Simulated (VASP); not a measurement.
A run of VASP 6.6.1:

INCAR

```
SYSTEM = BaTe
PREC = Accurate ; ENCUT = 520
EDIFF = 1E-6 ; ISMEAR = 0
SIGMA = 0.01 ; LREAL = .FALSE.
LASPH = .TRUE. ; NELM = 100
ALGO = Normal ; ISIF = 2
LWAVE = .FALSE. ; LCHARG = .FALSE.
GGA = CA ; NBANDS = 15
```

File KPOINTS:

```
regular mesh
0
G
  6 6 6
  0 0 0
```

Contents of POSCAR:

```
BaTe
1.0
    0.0000000000      3.4331448634      3.4159791391
    3.4331448634      0.0000000000      3.4159791391
    3.4331448634      3.4331448634      0.0000000000
Ba Te
1 1
Direct
    0.0000000000      0.0000000000      0.0000000000
    0.5000000000      0.5000000000      0.5000000000
```

Potentials or basis: VASP PAW LDA potentials, release 64 (Ba_sv, Te).

The run is started by

```sh
$ cat potpaw_LDA.64/Ba_sv/POTCAR potpaw_LDA.64/Te/POTCAR > POTCAR
$ mpirun -np 1 vasp_std > vasp.out
```

Hardware: 1 thread of Intel Xeon 6975P-C (shared host).

Question: How long does it take, and how much memory?

Answer: Run time: 25 s on 1 thread of Intel Xeon 6975P-C (shared host), peak memory 0.19 GiB. Counts: scf iterations 13, k points 30.
